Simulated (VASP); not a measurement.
The system is Ti.

```
CELL_PARAMETERS angstrom
0.00000 2.06500 2.06500
2.06500 0.00000 2.06500
2.06500 2.06500 0.00000
ATOMIC_POSITIONS crystal
Ti 0.00000 0.00000 0.00000
```

This isn't the form of Ti at room conditions, which is hcp.

```yaml
Program: VASP 6.6.1
Task: relaxation of volume and atoms at fixed shape
Functional: PBEsol
Potentials_or_basis: VASP PAW PBE potentials, release 64 (Ti_sv)
Cutoff: 500 eV
k_mesh: 7 × 7 × 7
Occupations: fermi-dirac, width 0.05 eV
Spin: no spin polarisation
```

At the start: pressure -5.7 GPa; volume 17.61 Å³/atom.

Task: How do energy, volume and symmetry change on relaxing?

Result: Over 3 steps the energy falls by 17.1 meV/atom and the volume is 16.69 Å³/atom (-5.2 %); space group Fm-3m (No. 225, to 0.1 Å) before and after.

Step by step:
| step | energy change (eV) | largest force (eV/Å) | pressure (GPa) | volume (Å³) |
| --- | --- | --- | --- | --- |
| 1 | 0.0000 | 0.0000 | -5.71 | 17.61 |
| 2 | -0.0079 | 0.0000 | 4.78 | 16.06 |
| 3 | -0.0171 | 0.0000 | -0.02 | 16.69 |

Final structure:
```
Ti
1.0
     0.00000    2.02846    2.02846
     2.02846    0.00000    2.02846
     2.02846    2.02846    0.00000
Ti
1
Direct
  0.00000 0.00000 0.00000
```

Caveat: the k points lie up to 0.38 Å⁻¹ apart in the final cell, too coarse for converged energies and pressures of a metal; the PAW data sets were made with another functional, which shifts forces and pressure a little.
